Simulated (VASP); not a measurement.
# GaP: single point with PBE+D3(BJ)

GaP:

```
CELL_PARAMETERS angstrom
0.00000 2.72581 2.72581
2.72581 0.00000 2.72581
2.72581 2.72581 0.00000
ATOMIC_POSITIONS crystal
Ga 0.00000 0.00000 0.00000
P 0.25000 0.25000 0.25000
```

```
Program             : VASP 6.6.1
Task                : single point
Functional          : PBE
Dispersion          : D3(BJ)
Potentials or basis : VASP PAW PBE potentials, release 64 (Ga_d, P)
Cutoff              : 500 eV
k mesh              : 6 × 6 × 6
Occupations         : gaussian, width 0.1 eV
Spin                : no spin polarisation
```

| Item | Value |
| --- | --- |
| Pressure | -0.3 GPa |
| Band gap on the k mesh | 1.65 eV, indirect (least direct gap 1.82 eV) |
| Dispersion energy per atom | -0.316 eV |

Levels at points of the mesh, in eV from the valence-band top:
| k point | band 5 | band 6 | band 7 | band 8 | band 9 | band 10 | band 11 | band 12 | band 13 | band 14 |
| --- | --- | --- | --- | --- | --- | --- | --- | --- | --- | --- |
| (0.00, 0.00, 0.00) | -14.46 | -12.49 | 0.00 | 0.00 | 0.00 | 1.82 | 3.89 | 3.89 | 3.89 | 8.80 |
| (0.50, 0.00, 0.00) | -14.45 | -10.42 | -6.63 | -1.12 | -1.12 | 1.67 | 4.72 | 4.72 | 8.28 | 10.88 |
| (0.50, 0.50, 0.00) | -14.44 | -9.52 | -6.75 | -2.68 | -2.68 | 1.65 | 1.82 | 10.59 | 10.59 | 11.19 |

Wall time 18 s on 1 thread of AMD EPYC 7R13 (shared host), peak memory 0.13 GiB.

A k mesh can miss the band edges.
